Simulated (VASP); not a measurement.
Crystal: SiMo3.

```
Si Mo
1.0
     4.90645    0.00000    0.00000
     0.00000    4.90645    0.00000
     0.00000    0.00000    4.90645
Si Mo
2 6
Direct
  0.00000 0.00000 0.00000
  0.50000 0.50000 0.50000
  0.25000 0.00000 0.50000
  0.50000 0.75000 0.00000
  0.75000 0.00000 0.50000
  0.50000 0.25000 0.00000
  0.00000 0.50000 0.75000
  0.00000 0.50000 0.25000
```

Base run:

| Quantity | Value |
| --- | --- |
| Program | VASP 6.6.1 |
| Functional | PBE |
| Dispersion | D4 |
| Potentials or basis | VASP PAW PBE potentials, release 64 (Si, Mo_sv) |
| Cutoff | 500 eV |
| k mesh | 8 × 8 × 8 |
| Occupations | gaussian, width 0.1 eV |
| Spin | no spin polarisation |

Its results: band gap on the k mesh zero (bands 46 and 47 overlap by 2.43 eV); pressure -5.6 GPa.

Task: The run is repeated on the same cell with these changes: functional from PBE to r2SCAN; dispersion from D4 to none; cutoff from 500 eV to 550 eV. What comes out?

Result: Band gap on the k mesh zero (bands 46 and 47 overlap by 2.65 eV); pressure -2.5 GPa.

Several settings changed at once.

Caveats: the cell stands under tension (at least some runs); the PAW data sets were made with another functional, which shifts forces and pressure a little (at least some runs).
